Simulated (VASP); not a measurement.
Here is a VASP 6.6.1 calculation.

INCAR

```
SYSTEM = VN2
ALGO = Fast ; EDIFF = 1E-6
EDIFFG = -0.01 ; ENCUT = 600
GGA = PE ; IBRION = 2
ISIF = 4 ; ISMEAR = 0
LASPH = .True. ; LCHARG = .False.
LREAL = .False. ; LWAVE = .False.
NELM = 80 ; NSW = 50
PREC = Accurate ; SIGMA = 0.1
```

File KPOINTS:

```
k-points
0
Gamma
  12 12 12
  0 0 0
```

Contents of POSCAR:

```
VN2
1.0
   -2.0900720876      2.0900720876      2.3996143007
    2.0900720876     -2.0900720876      2.3996143007
    2.0900720876      2.0900720876     -2.3996143007
V N
2 4
Direct
    0.2500000000      0.2500000000      0.0000000000
    0.7500000000      0.7500000000      0.0000000000
    0.1150134420      0.6150134420      0.7300268841
    0.6150134420      0.8849865580      0.5000000000
    0.8849865580      0.3849865580      0.2699731159
    0.3849865580      0.1150134420      0.5000000000
```

Potentials or basis: VASP PAW PBE potentials, release 64 (V_sv, N).

The run is started by

```bash
$ cat potpaw_PBE.64/V_sv/POTCAR potpaw_PBE.64/N/POTCAR > POTCAR
$ mpirun -np 1 vasp_std > vasp.out
```

(1) Estimate the band gap on the k mesh.

Answers

(1) zero (bands 23 and 24 overlap by 0.44 eV).

Caveat: the run has no spin polarisation, though such a crystal can be magnetic.
